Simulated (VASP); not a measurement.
TiSe2: single point with PBE

Crystal: TiSe2.

```
Ti Se
1.0
     3.53600    0.00000    0.00000
    -1.76800    3.06227    0.00000
     0.00000    0.00000    6.00400
Ti Se
1 2
Direct
  0.00000 0.00000 0.00000
  0.33333 0.66667 0.25520
  0.66667 0.33333 0.74480
```

```
Program             : VASP 6.6.1
Task                : single point
Functional          : PBE
Potentials or basis : VASP PAW PBE potentials, release 64 (Ti_sv, Se)
Cutoff              : 500 eV
k mesh              : 5 × 5 × 3
Occupations         : fermi-dirac, width 0.1 eV
Spin                : no spin polarisation
```

* Pressure: 1.6 GPa
* Largest force: 0.140 eV/Å
* Band gap on the k mesh: zero (bands 12 and 13 overlap by 0.53 eV)

Forces on the atoms (eV/Å):
```
Ti   0.000  0.000  0.000
Se   0.000  0.000  0.140
Se   0.000  0.000 -0.140
```

Stress tensor (GPa, compression positive):
```
0.91 0.00 0.00
0.00 0.91 0.00
0.00 0.00 2.91
```

Levels at points of the mesh, in eV from the Fermi level:
```
           k point  band 8  band 9  band 10  band 11  band 12  band 13  band 14  band 15  band 16  band 17
(0.00, 0.00, 0.00)   -2.31   -2.31     0.18     0.46     0.46     0.47     0.47     0.66     3.32     3.32
```

Run time: 20 s on 1 thread of Intel(R) Xeon(R) Platinum 8375C CPU @ 2.90GHz (Ice Lake), on a shared host, peak memory 0.18 GiB.

Caveat: the k points lie up to 0.41 Å⁻¹ apart, too coarse for converged energies and pressures of a metal; this functional lacks dispersion, which binds layers or chains, so the pressure and a relaxed spacing across them are unreliable.
